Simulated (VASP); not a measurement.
Wanted: the native input for a VASP 6.6.1 run.

```yaml
Task: relaxation of cell and atoms
Functional: PBE
Potentials_or_basis: VASP PAW PBE potentials, release 64 (Sc_sv, S)
Cutoff: 600 eV
k_mesh: 6 × 6 × 2
Occupations: gaussian, width 0.2 eV
Spin: no spin polarisation
Dipole_correction: no
Further_INCAR_settings: ALGO = Normal; EDIFF = 1e-06; IBRION = 2; EDIFFG = -0.08; NSW = 36; ISIF = 3
```

The structure of Sc5S lies in POSCAR:

```
Sc5S
1.0
    3.2500000000      0.0000000000      0.0000000000
   -1.6250000000      2.8145825600      0.0000000000
    0.0000000000      0.0000000000     13.8000000000
Sc S
5 1
Direct
    0.3333333300      0.6666666700      0.8770000000
    0.3333333300      0.6666666700      0.1230000000
    0.0000000000      0.0000000000      0.3120000000
    0.3333333300      0.6666666700      0.5000000000
    0.0000000000      0.0000000000      0.6880000000
    0.0000000000      0.0000000000      0.0000000000
```

These files were run (other wordings do the same):

INCAR

```
  PREC = Accurate
  ENCUT = 600
  EDIFF = 1E-6
  ISMEAR = 0
  SIGMA = 0.2
  LREAL = F
  LASPH = T
  NELM = 100
  ALGO = Normal
  ISIF = 3
  LWAVE = F
  LCHARG = F
  GGA = PE
  IBRION = 2
  NSW = 36
  EDIFFG = -0.08
```

KPOINTS

```
regular mesh
0
Gamma
  6 6 2
```

Potentials or basis: VASP PAW PBE potentials, release 64 (Sc_sv, S).

Run with:

```bash
$ cat potpaw_PBE.64/Sc_sv/POTCAR potpaw_PBE.64/S/POTCAR > POTCAR
$ mpirun -np 1 vasp_std > vasp.out
```

It gave:

```json
{
 "Relaxed volume": "23.02 Å³/atom",
 "Relaxed cell": "a = 3.398 Å, b = 3.398 Å, c = 13.811 Å, α = 90.00°, β = 90.00°, γ = 120.00°",
 "Space group after relaxing (to 0.1 Å)": "P-6m2 (No. 187)",
 "Energy gained by relaxing": "48.7 meV/atom",
 "Ionic steps": "5",
 "Pressure after relaxing": "0.0 GPa",
 "Largest force after relaxing": "0.079 eV/Å",
 "Band gap on the k mesh": "zero (an odd number of electrons rules out a gap without spin polarisation)"
}
```

Caveat: the k points lie up to 0.36 Å⁻¹ apart in the final cell, too coarse for converged energies and pressures of a metal; the relaxation stopped at a loose force limit of 0.08 eV/Å, so its end isn't a converged minimum.

It took 3.8 min on 1 thread of Intel(R) Xeon(R) 6975P-C (Granite Rapids), with other jobs on the host, peak memory 0.33 GiB.
